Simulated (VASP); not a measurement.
**Au: relaxation of cell and atoms with BLYP**

Crystal: Au.

```
CELL_PARAMETERS angstrom
-1.65727 1.65727 1.65727
1.65727 -1.65727 1.65727
1.65727 1.65727 -1.65727
ATOMIC_POSITIONS crystal
Au 0.00000 0.00000 0.00000
```

- Program: VASP 6.6.1
- Task: relaxation of cell and atoms
- Functional: BLYP
- Potentials or basis: VASP PAW PBE potentials, release 64 (Au_sv_GW)
- Cutoff: 500 eV
- k mesh: 11 × 11 × 11
- Occupations: fermi-dirac, width 0.05 eV
- Spin: no spin polarisation
- Dipole correction: no
- Second run: valence_matched
- Further INCAR settings: ALGO = Normal; EDIFF = 1e-07; IBRION = 2; EDIFFG = -0.01; NSW = 60; ISIF = 3

```
Relaxed volume                         : 19.26 Å³/atom
Relaxed cell                           : a = 2.925 Å, b = 2.925 Å, c = 2.925 Å, α = 109.47°, β = 109.47°, γ = 109.47°
Space group after relaxing (to 0.05 Å) : Im-3m (No. 229)
Energy gained by relaxing              : 25.1 meV/atom
Ionic steps                            : 4
Pressure after relaxing                : 0.0 GPa
```

The path:
| step | energy change (eV) | largest force (eV/Å) | pressure (GPa) | volume (Å³) |
| --- | --- | --- | --- | --- |
| 1 | 0.0000 | 0.0000 | 8.08 | 18.21 |
| 2 | 0.0116 | 0.0000 | -7.37 | 20.74 |
| 3 | -0.0251 | 0.0000 | -0.13 | 19.28 |
| 4 | -0.0251 | 0.0000 | 0.00 | 19.26 |

Final structure:
```
CELL_PARAMETERS angstrom
-1.68861 1.68861 1.68861
1.68861 -1.68861 1.68861
1.68861 1.68861 -1.68861
ATOMIC_POSITIONS crystal
Au 0.00000 0.00000 0.00000
```

Levels at points of the mesh, in eV from the Fermi level:
```csv
k point,band 7,band 8,band 9,band 10,band 11,band 12,band 13
"(0.00, 0.00, 0.00)",-4.22,-4.22,-2.63,-2.63,16.76,16.76,16.76
```

Wall time 53 s on 1 thread of Intel(R) Xeon(R) Platinum 8488C (Sapphire Rapids), with other jobs on the host, peak memory 0.15 GiB.

Caveat: the PAW data sets were made with another functional, which shifts forces and pressure a little; spin-orbit coupling is left out, which moves the levels of the heavy elements.
